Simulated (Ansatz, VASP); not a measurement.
**Two plane-wave programs on Li2Se**

```
CELL_PARAMETERS angstrom
0.00000 5.95209 5.95209
5.95209 0.00000 5.95209
5.95209 5.95209 0.00000
ATOMIC_POSITIONS crystal
Li 0.37500 0.37500 0.37500
Li 0.37500 0.37500 0.87500
Li 0.37500 0.87500 0.37500
Li 0.37500 0.87500 0.87500
Li 0.87500 0.37500 0.37500
Li 0.87500 0.37500 0.87500
Li 0.87500 0.87500 0.37500
Li 0.87500 0.87500 0.87500
Li 0.12500 0.12500 0.12500
Li 0.12500 0.12500 0.62500
Li 0.12500 0.62500 0.12500
Li 0.12500 0.62500 0.62500
Li 0.62500 0.12500 0.12500
Li 0.62500 0.12500 0.62500
Li 0.62500 0.62500 0.12500
Li 0.62500 0.62500 0.62500
Se 0.00000 0.00000 0.00000
Se 0.00000 0.00000 0.50000
Se 0.00000 0.50000 0.00000
Se 0.00000 0.50000 0.50000
Se 0.50000 0.00000 0.00000
Se 0.50000 0.00000 0.50000
Se 0.50000 0.50000 0.00000
Se 0.50000 0.50000 0.50000
```

Alike in both runs: task electric field gradients; functional PBE; k mesh 3 × 3 × 3; no spin polarisation.

|  | VASP | Ansatz |
| --- | --- | --- |
| version | VASP 6.6.1 | Ansatz 0.2.0 |
| potentials or method | VASP PAW PBE potentials, release 64 (Li_sv, Se) | plane-wave PAW, scalar-relativistic |
| plane-wave cutoff (eV) | 650 | 420 |
| occupations | gaussian, width 0.01 eV | fixed |
| valence electrons in the cell | 96 | 176 |

|  | VASP | Ansatz | Ansatz less VASP |
| --- | --- | --- | --- |
| gap on the k mesh at the Fermi level (eV) | 2.95 | 2.96 | +0.007 |

VASP's potentials hold 96 valence electrons a cell and Ansatz's 176, so a difference there can come from the potentials and not from the codes.
